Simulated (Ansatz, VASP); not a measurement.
Given: the input of a run of Ansatz 0.2.0 on Al2Au.

File input.yaml:

```yaml
crystal:
  lattice:
    - [0.0, 3.0, 3.0]
    - [3.0, 0.0, 3.0]
    - [3.0, 3.0, 0.0]
  atoms:
    - { symbol: Au, position: [0.0, 0.0, 0.0] }
    - { symbol: Al, position: [0.75, 0.75, 0.75] }
    - { symbol: Al, position: [0.25, 0.25, 0.25] }
hamiltonian:
  xc: pbesol
  pseudopotentials: { kind: paw }
kpoints:
  mp_grid: { grid: [8, 8, 8] }
scf:
  occupations: { method: fermi_dirac, width: 0.05 }
output:
  forces: true
  stress: true
  eigenvalues: true
relax:
  f_tol: 0.01
  max_steps: 40
  cell: { stress_tol: 0.05 }
```

Potentials or basis: Ansatz PAW.

Command:

```console
$ ansatz run input.yaml --threads 2 --pin off --max-ram 5632MiB --backend cpu --events-out ev --progress --plain --runs-dir out
```

Task: Set up the same calculation for VASP 6.6.1. Potentials there: VASP PAW PBE potentials, release 64 (Au, Al).

Result: As run (the cutoff follows the program's own potentials):

Contents of INCAR:

```
SYSTEM = Al2Au
ALGO     = Normal         ! electronic algorithm
EDIFF    = 1E-6           ! SCF threshold, eV
EDIFFG   = -0.01          ! ionic threshold
ENCUT    = 600            ! plane-wave cutoff, eV
GGA      = PS             ! functional
IBRION   = 2              ! ionic algorithm
ISIF     = 3              ! what is computed and relaxed
ISMEAR   = -1             ! smearing method
LASPH    = .True.         ! aspherical terms in the spheres
LCHARG   = .False.        ! write CHGCAR
LREAL    = .False.        ! projectors in reciprocal space
LWAVE    = .False.        ! write WAVECAR
NELM     = 60             ! most SCF steps
NSW      = 60             ! ionic steps
PREC     = Accurate       ! precision mode
SIGMA    = 0.05           ! smearing width, eV
```

The input KPOINTS:

```
k-points
0
Gamma
  8 8 8
  0 0 0
```

The input POSCAR:

```
Al2Au
1.0
    0.0000000000      3.0000000000      3.0000000000
    3.0000000000      0.0000000000      3.0000000000
    3.0000000000      3.0000000000      0.0000000000
Au Al
1 2
Direct
    0.0000000000      0.0000000000      0.0000000000
    0.7500000000      0.7500000000      0.7500000000
    0.2500000000      0.2500000000      0.2500000000
```

Potentials or basis: VASP PAW PBE potentials, release 64 (Au, Al).

Run with:

```console
$ cat potpaw_PBE.64/Au/POTCAR potpaw_PBE.64/Al/POTCAR > POTCAR
$ mpirun -np 1 vasp_std > vasp.out
```

Both were run:

|  | VASP | Ansatz | Ansatz less VASP |
| --- | --- | --- | --- |
| gap on the k mesh at the Fermi level, each at its own relaxed structure (eV) | none | none | - |
| relaxed volume (Å³/atom) | 18.00 | 18.01 | +0.012 |
| relaxed cell length with the largest relative difference (Å) | 4.243 | 4.244 | +0.0009 |

VASP's potentials were made for PBE, not for PBEsol. A gap of «none» marks a metal or a gap that the smearing closes. VASP's potentials hold 17 valence electrons a cell and Ansatz's 25, so a difference there can come from the potentials and not from the codes.

Spin-orbit coupling is off throughout. Noted on VASP's run: the relaxation stopped at its first step, so nothing moved. Noted on Ansatz's run: the plane-wave basis is chosen anew once the cell has moved, so the energies of steps on either side of that aren't comparable.
